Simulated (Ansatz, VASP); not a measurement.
Bi: VASP beside Ansatz

The input INCAR:

```
PREC = Accurate ; ENCUT = 520
EDIFF = 1E-7 ; ISMEAR = -1
SIGMA = 0.05 ; LREAL = F
LASPH = T ; NELM = 80
ALGO = Fast ; ISIF = 2
LWAVE = F ; LCHARG = T
GGA = PE ; LELF = T
LVHAR = T ; NBANDS = 22
```

File KPOINTS:

```
regular mesh
0
Gamma
  6 6 6
```

The input POSCAR:

```
Bi
1.0
    2.2675000000      1.3091417354      3.9380000000
   -2.2675000000      1.3091417354      3.9380000000
    0.0000000000     -2.6182834708      3.9380000000
Bi
2
Direct
    0.7660000000      0.7660000000      0.7660000000
    0.2340000000      0.2340000000      0.2340000000
```

input.yaml

```yaml
crystal:
  lattice:
    - [2.2675, 1.3091417354, 3.938]
    - [-2.2675, 1.3091417354, 3.938]
    - [0.0, -2.6182834708, 3.938]
  atoms:
    - { symbol: Bi, position: [0.766, 0.766, 0.766] }
    - { symbol: Bi, position: [0.234, 0.234, 0.234] }
kpoints:
  mp_grid: { grid: [6, 6, 6] }
scf:
  occupations: { method: fermi_dirac, width: 0.05 }
hamiltonian:
  xc: pbe
  pseudopotentials: { kind: all_electron, datasets: crystal }
output:
  forces: true
  stress: true
  eigenvalues: true
  elf: true
  volumetric_format: npy
```

Alike in both runs: task single point; functional PBE; k mesh 6 × 6 × 6; occupations fermi-dirac, width 0.05 eV; no spin polarisation.

|  | VASP | Ansatz |
| --- | --- | --- |
| version | VASP 6.6.1 | Ansatz 0.2.0 |
| potentials or method | VASP PAW PBE potentials, release 64 (Bi_d), cutoff 520 eV | all-electron PAW datasets made for the crystal |

```csv
,VASP,Ansatz,Ansatz less VASP
gap on the k mesh at the Fermi level (eV),none,none,-
pressure (GPa),2.1,2.2,+0.08
"traceless stress, the component that is largest in VASP (GPa)",0.08,0.07,-0.001
rms of the force components (eV/Å),0.073,0.070,-0.0031
```

Atom by atom the forces differ by 0.003 eV/Å (rms over components). A gap of «none» marks a metal or a gap that the smearing closes. Ansatz ran all-electron here, and VASP with PAW potentials.

Spin-orbit coupling is off throughout. Noted on Ansatz's run: the k mesh is thin for a metal, which can move the energy by tens of meV per atom.
